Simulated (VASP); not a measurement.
Wanted: the native input for a VASP 6.6.1 run.

```yaml
Task: relaxation of cell and atoms
Functional: PBEsol
Potentials_or_basis: VASP PAW PBE potentials, release 64 (Mg, Sb)
Cutoff: 600 eV
k_mesh: 9 × 9 × 6
Occupations: gaussian, width 0.01 eV
Spin: no spin polarisation
Dipole_correction: no
Further_INCAR_settings: ALGO = Normal; EDIFF = 1e-07; IBRION = 2; EDIFFG = -0.005; NSW = 70; ISIF = 3
```

The structure of Mg3Sb2 lies in POSCAR:

```
Mg3Sb2
1.0
    4.5952433795      0.0000000000      0.0000000000
   -2.2976216898      3.9795975032      0.0000000000
    0.0000000000      0.0000000000      7.2730418868
Mg Sb
3 2
Direct
    0.3333333333      0.6666666667      0.6322157793
    0.6666666667      0.3333333333      0.3677842207
    0.0000000000      0.0000000000      0.0000000000
    0.3333333333      0.6666666667      0.2257195762
    0.6666666667      0.3333333333      0.7742804238
```

One way to write it, as run:

INCAR

```
ALGO     = Normal         # electronic algorithm
EDIFF    = 1E-7           # SCF threshold, eV
EDIFFG   = -0.005         # ionic threshold
ENCUT    = 600            # plane-wave cutoff, eV
GGA      = PS             # functional
GGA_COMPAT= False        
IBRION   = 2              # ionic algorithm
ISIF     = 3              # what is computed and relaxed
ISMEAR   = 0              # smearing method
LASPH    = True           # aspherical terms in the spheres
LCHARG   = False          # write CHGCAR
LREAL    = False          # projectors in reciprocal space
LWAVE    = False          # write WAVECAR
NELM     = 120            # most SCF steps
NELMIN   = 4            
NSW      = 70             # ionic steps
PREC     = Accurate       # precision mode
SIGMA    = 0.01           # smearing width, eV
```

KPOINTS

```
k-points
0
Gamma
  9 9 6
```

Potentials or basis: VASP PAW PBE potentials, release 64 (Mg, Sb).

Command:

```console
$ cat potpaw_PBE.64/Mg/POTCAR potpaw_PBE.64/Sb/POTCAR > POTCAR
$ mpirun -np 1 vasp_std > vasp.out
```

It gave:

```yaml
Relaxed_volume: 25.82 Å³/atom
Relaxed_cell: a = 4.554 Å, b = 4.554 Å, c = 7.187 Å, α = 90.00°, β = 90.00°, γ = 120.00°
Space_group_after_relaxing_to_0.05_Å: P-3m1 (No. 164)
Energy_gained_by_relaxing: 3.2 meV/atom
Ionic_steps: 6
Pressure_after_relaxing: 0.0 GPa
Band_gap_on_the_k_mesh: 0.10 eV, indirect (least direct gap 1.09 eV)
```

Caveat: the PAW data sets were made with another functional, which shifts forces and pressure a little; spin-orbit coupling is left out, which moves the levels of the heavy elements.

It took 3.5 min on 1 thread of Intel(R) Xeon(R) 6975P-C (Granite Rapids), on a shared host, peak memory 0.4 GiB.
